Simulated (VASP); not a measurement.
GeAu: single point with PBEsol

The system is GeAu.

```xyz
2
Lattice="3.2509 0.0000 0.0000 0.0000 3.2509 0.0000 0.0000 0.0000 3.2509" Properties=species:S:1:pos:R:3 pbc="T T T"
Au    0.0000    0.0000    0.0000
Ge    1.6254    1.6254    1.6254
```

This cell differs from its parent crystal: volume scaled by 0.960.

```yaml
Program: VASP 6.6.1
Task: single point
Functional: PBEsol
Potentials_or_basis: VASP PAW PBE potentials, release 64 (Au, Ge_d)
Cutoff: 520 eV
k_mesh: 10 × 10 × 10
Occupations: gaussian, width 0.05 eV
Spin: no spin polarisation
Dipole_correction: no
Further_INCAR_settings: ALGO = Normal; EDIFF = 1e-07; NBANDS = 20
```

- Pressure: 4.7 GPa

Levels at points of the mesh, in eV from the Fermi level:
| k point | band 10 | band 11 | band 12 | band 13 | band 14 | band 15 |
| --- | --- | --- | --- | --- | --- | --- |
| (0.00, 0.00, 0.00) | -4.11 | -4.11 | 1.44 | 1.44 | 1.44 | 2.93 |
| (0.50, 0.00, 0.00) | -5.16 | -4.04 | -2.95 | 5.54 | 5.54 | 6.87 |
| (0.50, 0.50, 0.00) | -4.10 | -4.10 | -3.36 | -1.91 | -0.68 | 4.60 |
| (0.50, 0.50, 0.50) | -3.31 | -3.31 | 1.82 | 1.82 | 1.82 | 2.32 |

It took 14 s on 1 thread of AMD EPYC 9R45 96-Core Processor (Zen 5), with other jobs on the host, peak memory 0.14 GiB.

Caveat: the PAW data sets were made with another functional, which shifts forces and pressure a little; spin-orbit coupling is left out, which moves the levels of the heavy elements.
